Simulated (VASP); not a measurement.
A run of VASP 6.6.1:

The input INCAR:

```
SYSTEM = CuO
ALGO = Normal
EDIFF = 1E-8
ENCUT = 520
GGA = PE
ISIF = 2
ISMEAR = -1
LASPH = .TRUE.
LCHARG = .FALSE.
LEFG = .TRUE.
LREAL = .FALSE.
LWAVE = .FALSE.
NBANDS = 16
NELM = 80
PREC = Accurate
SIGMA = 0.05
```

KPOINTS

```
k-points
0
G
  16 16 16
  0 0 0
```

The input POSCAR:

```
CuO
1.0
    0.0000000000      2.2618017513      2.2618017513
    2.2618017513      0.0000000000      2.2618017513
    2.2618017513      2.2618017513      0.0000000000
Cu O
1 1
Direct
    0.0000000000      0.0000000000      0.0000000000
    0.2500000000      0.2500000000      0.2500000000
```

Potentials or basis: VASP PAW PBE potentials, release 64 (Cu, O).

Command:

```bash
$ cat potpaw_PBE.64/Cu/POTCAR potpaw_PBE.64/O/POTCAR > POTCAR
$ mpirun -np 1 vasp_std > vasp.out
```

Hardware: 1 thread of Intel Xeon 6455B (shared host).

How long does it take, and how much memory?

Wall time 48 s on 1 thread of Intel Xeon 6455B, with other jobs on the host, peak memory 0.17 GiB. Counts: scf iterations 16, k points 145.
